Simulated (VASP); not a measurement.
# AlP (m) (Imm2) in VASP: notebook

Runs on AlP (m). Level: PBE. Tasks: single point.

Everything below comes from runs of VASP 6.6.1. Logs are shortened: lines on timing, memory, paths and dates and some standing lists are left out, and cuts for length are marked.

### Step 1. The cell of the first run

The typed cell holds 4 atoms: a = 3.894 Å, b = 5.507 Å, c = 3.895 Å, α = 90.00°, β = 90.00°, γ = 90.00°.

### Step 2. Single point, PBE

File INCAR:

```
  PREC = Accurate
  ENCUT = 500
  EDIFF = 1E-6
  ISMEAR = 0
  SIGMA = 0.1
  LREAL = F
  LASPH = T
  NELM = 120
  ALGO = Normal
  ISIF = 2
  LWAVE = F
  LCHARG = F
  GGA = PE
  NBANDS = 16
  GGA_COMPAT = F
```

File KPOINTS:

```
Automatic mesh
0
Gamma
  6 4 6
```

File POSCAR:

```
AlP
1.0
    3.8937924169      0.0000000000      0.0000000000
    0.0000000000      5.5066540450      0.0000000000
    0.0000000000      0.0000000000      3.8948594176
Al P
2 2
Direct
    0.0000000000      0.0000000000      0.0000000000
    0.5000000000      0.5000000000      0.5000000000
    0.0000000000      0.2500000000      0.5000000000
    0.5000000000      0.7500000000      0.0000000000
```

Potentials or basis: VASP PAW PBE potentials, release 64 (Al, P).

Run with:

```sh
> cat potpaw_PBE.64/Al/POTCAR potpaw_PBE.64/P/POTCAR > POTCAR
> mpirun -np 1 vasp_std > vasp.out
```

OUTCAR:

```text
PREC = Accurate
   ENCUT = 500
   EDIFF = 1E-6
   ISMEAR = 0
   LREAL = F
   LASPH = T
   NELM = 120
   ISIF = 2
   GGA = PE

 ion  position               nearest neighbor table
   1  0.000  0.000  0.000-   4 2.38   4 2.38   3 2.38   3 2.38
   2  0.500  0.500  0.500-   3 2.38   3 2.38   4 2.38   4 2.38
   3  0.000  0.250  0.500-   2 2.38   2 2.38   1 2.38   1 2.38
   4  0.500  0.750  0.000-   1 2.38   1 2.38   2 2.38   2 2.38

  LATTYP: Found a simple orthorhombic cell.
 ALAT       =     3.8937924169
 B/A-ratio  =     1.0002740261
 C/A-ratio  =     1.4142135624

  Lattice vectors:

 A1 = (  -3.8937924169,   0.0000000000,   0.0000000000)
 A2 = (   0.0000000000,   0.0000000000,   3.8948594176)
 A3 = (   0.0000000000,   5.5066540450,   0.0000000000)

Analysis of symmetry for initial positions (statically):
=====================================================================
 Subroutine PRICEL returns following result:

  LATTYP: Found a body centered orthorhombic cell.
 ALAT       =     3.8937924169
 B/A-ratio  =     1.0002740261
 C/A-ratio  =     1.4142135624

  Lattice vectors:

 A1 = (   1.9468962085,   2.7533270225,   1.9474297088)
 A2 = (  -1.9468962085,   2.7533270225,  -1.9474297088)
 A3 = (  -1.9468962085,  -2.7533270225,   1.9474297088)

   2 primitive cells build up your supercell.

 Routine SETGRP: Setting up the symmetry group for a
 simple orthorhombic supercell.

 Subroutine GETGRP returns: Found  4 space group operations
 (whereof  4 operations were pure point group operations)
 out of a pool of  8 trial point group operations.

The static configuration has the point symmetry C_2v.

Analysis of symmetry for dynamics (positions and initial velocities):
=====================================================================
 Subroutine PRICEL returns following result:

  LATTYP: Found a body centered orthorhombic cell.
 ALAT       =     3.8937924169
 B/A-ratio  =     1.0002740261
 C/A-ratio  =     1.4142135624

  Lattice vectors:

 A1 = (   1.9468962085,   2.7533270225,   1.9474297088)
 A2 = (  -1.9468962085,   2.7533270225,  -1.9474297088)
 A3 = (  -1.9468962085,  -2.7533270225,   1.9474297088)

   2 primitive cells build up your supercell.

 Routine SETGRP: Setting up the symmetry group for a
 simple orthorhombic supercell.

 Subroutine GETGRP returns: Found  4 space group operations
 (whereof  4 operations were pure point group operations)
 out of a pool of  8 trial point group operations.

The dynamic configuration has the point symmetry C_2v.

 Subroutine INISYM returns: Found  4 space group operations
 (whereof  4 operations are pure point group operations),
 and found     2 'primitive' translations

----------------------------------------------------------------------------------------

                                     Primitive cell

  volume of cell :      41.7563

  direct lattice vectors                    reciprocal lattice vectors
     1.946896208  2.753327023  1.947429709    -0.000000000  0.181598479  0.256748676
    -1.946896208  2.753327022 -1.947429709    -0.256819032  0.181598479  0.000000000
    -1.946896208 -2.753327023  1.947429709    -0.256819032  0.000000000  0.256748676

  length of vectors
     3.894059194  3.894059194  3.894059194     0.314480350  0.314537793  0.363147213

  position of ions in fractional coordinates (direct lattice)
     0.000000000  0.000000000  0.000000000
     0.750000000  0.250000000  0.500000000

  ion indices of the primitive-cell ions
   primitive index   ion index
                 1           1
                 2           3

----------------------------------------------------------------------------------------

 KPOINTS: Automatic mesh

Automatic generation of k-mesh.
 Grid dimensions read from file:
 generate k-points for:    6    4    6

 Generating k-lattice:

  Cartesian coordinates                     Fractional coordinates (reciprocal lattice)
     0.042803172  0.000000000  0.000000000     0.166666667  0.000000000  0.000000000
     0.000000000  0.045399620  0.000000000     0.000000000  0.250000000  0.000000000
     0.000000000  0.000000000  0.042791446     0.000000000  0.000000000  0.166666667

  Length of vectors
     0.042803172  0.045399620  0.042791446

  Shift w.r.t. Gamma in fractional coordinates (k-lattice)
     0.000000000  0.000000000  0.000000000

 Subroutine IBZKPT returns following result:
 ===========================================

 Found     48 irreducible k-points:

 Following reciprocal coordinates:
            Coordinates               Weight
  0.000000  0.000000  0.000000      1.000000
  0.166667  0.000000  0.000000      2.000000
  0.333333  0.000000  0.000000      2.000000
  0.500000  0.000000  0.000000      1.000000
  0.000000  0.250000  0.000000      2.000000
  0.166667  0.250000  0.000000      4.000000
[... 16 lines left out ...]
  0.333333  0.500000  0.166667      4.000000
  0.500000  0.500000  0.166667      2.000000
 [... further k-points ...]
   k-points           NKPTS =     48   k-points in BZ     NKDIM =     48   number of bands    NBANDS=     16
   number of dos      NEDOS =    301   number of ions     NIONS =      4
   total plane-waves  NPLWV =  31360
   dimension x,y,z NGX =    28 NGY =   40 NGZ =   28
   dimension x,y,z NGXF=    56 NGYF=   80 NGZF=   56
   ions per type =               2   2
   NGX,Y,Z   is equivalent  to a cutoff of  11.95, 12.08, 11.95 a.u.
   NGXF,Y,Z  is equivalent  to a cutoff of  23.91, 24.15, 23.90 a.u.
 SYSTEM =  unknown system
   PREC   = accura    normal or accurate (medium, high low for compatibility)
   ISTART =      0    job   : 0-new  1-cont  2-samecut
   ICHARG =      2    charge: 1-file 2-atom 10-const
   ISPIN  =      1    spin polarized calculation?
   LNONCOLLINEAR =      F non collinear calculations
   LSORBIT =      F    spin-orbit coupling
   LASPH  =      T    aspherical Exc in radial PAW
   ENCUT  =  500.0 eV  36.75 Ry    6.06 a.u.   7.10 10.04  7.10*2*pi/ulx,y,z
   NELM   =    120;   NELMIN=  2; NELMDL= -5     # of ELM steps
   EDIFF  = 0.1E-05   stopping-criterion for ELM
   LREAL  =      F    real-space projection
   EDIFFG = 0.1E-04   stopping-criterion for IOM
   NSW    =      0    number of steps for IOM
   IBRION =     -1    ionic relax: 0-MD 1-quasi-New 2-CG
   NFREE  =      0    steps in history (QN), initial steepest desc. (CG)
   ISIF   =      2    stress and relaxation
   ISYM   =      2    0-nonsym 1-usesym 2-fastsym
   POTIM  = 0.5000    time-step for ionic-motion
   TEBEG  =    0.0;   TEEND  =   0.0 temperature during run
   PSTRESS=    0.0 pullay stress
   NELECT =      16.0000    total number of electrons
   NUPDOWN=      -1.0000    fix difference up-down
   EMIN   =  10.00;   EMAX   =-10.00  energy-range for DOS
   EFERMI =   0.00;   METHOD = LEGACY
   ISMEAR =     0;   SIGMA  =   0.10  broadening in eV -4-tet -1-fermi 0-gaus
   EFERMI_NEDOS =   21; number of points for ismear=-14 and -15
   IALGO  =     38    algorithm
   IMIX   =      4    mixing-type and parameters
     AMIX     =   0.40;   BMIX     =  1.00
     AMIX_MAG =   1.60;   BMIX_MAG =  1.00
  volume/ion in A,a.u.               =      20.88       140.89
  Fermi-wavevector in a.u.,A,eV,Ry     =   0.943765  1.783458 12.118615  0.890693
  Thomas-Fermi vector in A             =   2.071505
   LORBIT       =      0    0 simple, 1 ext, 2 COOP (PROOUT), +10 PAW based schemes
   GGA     = PE    functional components
   LHFCALC =     F    Hartree Fock is set to
   AEXX    =    0.0000 exact exchange contribution
   IVDW    =     0    specifies the selected vdW correction
   LEPSILON=     F    determine dielectric tensor
   LRPA    =     F    only Hartree local field effects (RPA)
 non-spin polarized calculation
 Gauss-broadening in eV      SIGMA  =   0.10
  energy-cutoff  :      500.00
  volume of cell :       83.51
 maximum number of plane-waves:      2148
   NGX = 15   NGY = 21   NGZ = 15

 number of electron      16.0000005 magnetization

 Free energy of the ion-electron system (eV)
  ---------------------------------------------------
  ext. energy  EPLUGINS =         0.00000000
  ---------------------------------------------------
  free energy    TOTEN  =       -20.74971211 eV

  energy without entropy =      -20.74971211  energy(sigma->0) =      -20.74971211

 E-fermi :   4.8274     XC(G=0):  -9.1084

 val. band max:        4.3483935392   @ k =   0.0000   0.0000   0.0000
 cond. band min:       5.9763252852   @ k =   0.0000   0.0000   0.0000
 fundamental gap:      1.6279317461
 Fermi energy:         4.8274015872

 k-point     1 :       0.0000    0.0000    0.0000
  band No.  band energies     occupation
      1      -7.0114      2.00000
      2      -4.7576      2.00000
      3      -0.8733      2.00000
      4       2.2961      2.00000
      5       2.2987      2.00000
      6       4.3474      2.00000
[... 8 lines left out ...]
     15      13.1513      0.00000
     16      13.1538      0.00000

 k-point     2 :       0.1667    0.0000    0.0000
  band No.  band energies     occupation
      1      -6.8132      2.00000
      2      -4.7502      2.00000
      3      -0.7334      2.00000
      4       1.4658      2.00000
      5       2.4605      2.00000
      6       3.0933      2.00000
[... 8 lines left out ...]
     15      12.2607      0.00000
     16      12.9595      0.00000

 k-point     3 :       0.3333    0.0000    0.0000
  band No.  band energies     occupation
      1      -6.2585      2.00000
      2      -4.9165      2.00000
      3      -0.4765      2.00000
      4       0.9253      2.00000
      5       1.3336      2.00000
      6       2.7698      2.00000
[... 8 lines left out ...]
     15      11.5533      0.00000
     16      11.8444      0.00000

 k-point     4 :       0.5000    0.0000    0.0000
  band No.  band energies     occupation
      1      -5.5064      2.00000
      2      -5.5064      2.00000
      3       0.0659      2.00000
      4       0.0659      2.00000
      5       1.5981      2.00000
      6       1.5981      2.00000
[... 8 lines left out ...]
     15      10.8160      0.00000
     16      10.8160      0.00000
[... 324 lines left out ...]
 k-point    22 :       0.1667    0.5000    0.1667
  band No.  band energies     occupation
      1      -5.8459      2.00000
      2      -5.8459      2.00000
      3       0.5930      2.00000
      4       0.5930      2.00000
      5       2.1855      2.00000
      6       2.1855      2.00000
[... 8 lines left out ...]
     15      10.8928      0.00000
     16      10.8928      0.00000

 k-point    23 :       0.3333    0.5000    0.1667
  band No.  band energies     occupation
      1      -5.4800      2.00000
      2      -5.4800      2.00000
      3      -0.3463      2.00000
      4      -0.3463      2.00000
      5       2.1742      2.00000
      6       2.1742      2.00000
[... 8 lines left out ...]
     15      11.9464      0.00000
     16      11.9464      0.00000

 k-point    24 :       0.5000    0.5000    0.1667
  band No.  band energies     occupation
      1      -5.2515      2.00000
      2      -5.2515      2.00000
      3      -0.9017      2.00000
      4      -0.9017      2.00000
      5       2.5330      2.00000
      6       2.5330      2.00000
[... 8 lines left out ...]
     15      12.5969      0.00000
     16      12.5969      0.00000

 [... further k-points ...]
[... 5 lines left out ...]
  --------------------------------------------------------------------------------------
  -------------------------------------------------------------------------------------
  Total       -0.0056937     -0.0610325     -0.0297529      0.0000000      0.0000000      0.0000000
  in kB       -0.1092319     -1.1708997     -0.5708048      0.0000000      0.0000000      0.0000000
  external PRESSURE =      -0.6169788 kB  Pullay stress =       0.0000000 kB

 VOLUME and BASIS-vectors are now :
 -----------------------------------------------------------------------------
  energy-cutoff  :      500.00
  volume of cell :       83.51
      direct lattice vectors                 reciprocal lattice vectors
     3.893792417  0.000000000  0.000000000     0.256819032  0.000000000  0.000000000
     0.000000000  5.506654045  0.000000000     0.000000000  0.181598479  0.000000000
     0.000000000  0.000000000  3.894859418     0.000000000  0.000000000  0.256748676

 POSITION                                       TOTAL-FORCE (eV/Angst)
 -----------------------------------------------------------------------------------
      0.00000      0.00000      0.00000         0.000000      0.002081     -0.000000
      1.94690      2.75333      1.94743         0.000000      0.002081     -0.000000
      0.00000      1.37666      1.94743        -0.000000     -0.002081     -0.000000
      1.94690      4.12999      0.00000        -0.000000     -0.002081      0.000000
 -----------------------------------------------------------------------------------
    total drift:                               -0.000000      0.000002     -0.000000

  FREE ENERGIE OF THE ION-ELECTRON SYSTEM (eV)
  ---------------------------------------------------
  free  energy   TOTEN  =       -20.7497121088 eV

  energy  without entropy=      -20.7497121088  energy(sigma->0) =      -20.74971211
```

It took 60 s on 1 thread of Intel Xeon 8259CL, shared host; peak memory 0.2 GiB.

What came out:

| Item | Value |
| --- | --- |
| Free energy | -20.7497 eV |
| Pressure | -0.1 GPa |
| Band gap on the k mesh | 1.63 eV |

Forces on the atoms (eV/Å):
```
Al   0.000  0.002  0.000
Al   0.000  0.002  0.000
P    0.000 -0.002  0.000
P    0.000 -0.002  0.000
```

### Step 3. Single point, PBE

File INCAR:

```
SYSTEM = AlP
PREC = Accurate ; ENCUT = 500
EDIFF = 1E-6 ; ISMEAR = 0
SIGMA = 0.02 ; LREAL = .FALSE.
LASPH = .TRUE. ; NELM = 120
ALGO = Normal ; ISIF = 2
LWAVE = .FALSE. ; LCHARG = .FALSE.
GGA = PE ; NBANDS = 16
GGA_COMPAT = .FALSE.
```

File KPOINTS:

```
regular mesh
0
G
  8 6 8
  0 0 0
```

POSCAR is that of step 2.

Potentials or basis: VASP PAW PBE potentials, release 64 (Al, P).

Run with:

```sh
> cat potpaw_PBE.64/Al/POTCAR potpaw_PBE.64/P/POTCAR > POTCAR
> mpirun -np 1 vasp_std > vasp.out
```

Wall time 1.9 min (1 thread of Intel Xeon 8259CL, shared host); peak memory 0.25 GiB.

The run converged. Its results:

- Free energy: -20.7548 eV
- Pressure: -0.1 GPa
- Band gap on the k mesh: 1.63 eV

Forces on the atoms (eV/Å):
```
Al   0.000  0.002  0.000
Al   0.000  0.002  0.000
P    0.000 -0.002  0.000
P    0.000 -0.002  0.000
```

Levels at points of the mesh, in eV from the valence-band top:
| k point | band 6 | band 7 | band 8 | band 9 | band 10 | band 11 |
| --- | --- | --- | --- | --- | --- | --- |
| (0.00, 0.00, 0.00) | 0.00 | 0.00 | 0.00 | 1.63 | 2.47 | 3.09 |
| (0.50, 0.00, 0.00) | -2.75 | -0.82 | -0.82 | 3.74 | 3.74 | 6.03 |
| (0.00, 0.50, 0.00) | -1.26 | -1.25 | -1.25 | 2.86 | 2.86 | 4.05 |
| (0.50, 0.50, 0.00) | -0.75 | -0.75 | -0.75 | 2.72 | 2.72 | 4.81 |
| (0.00, 0.00, 0.50) | -2.75 | -0.82 | -0.82 | 3.74 | 3.74 | 6.03 |
| (0.50, 0.00, 0.50) | -2.05 | -2.05 | -2.05 | 1.63 | 1.63 | 2.48 |
| (0.00, 0.50, 0.50) | -0.75 | -0.75 | -0.75 | 2.72 | 2.72 | 4.81 |
| (0.50, 0.50, 0.50) | -3.08 | -2.73 | -2.73 | 4.32 | 4.32 | 5.81 |

A k mesh can miss the band edges. Expect the measured gap to be larger: semilocal functionals such as PBE lack the derivative discontinuity.

(Part 1 of 2 ends here.)
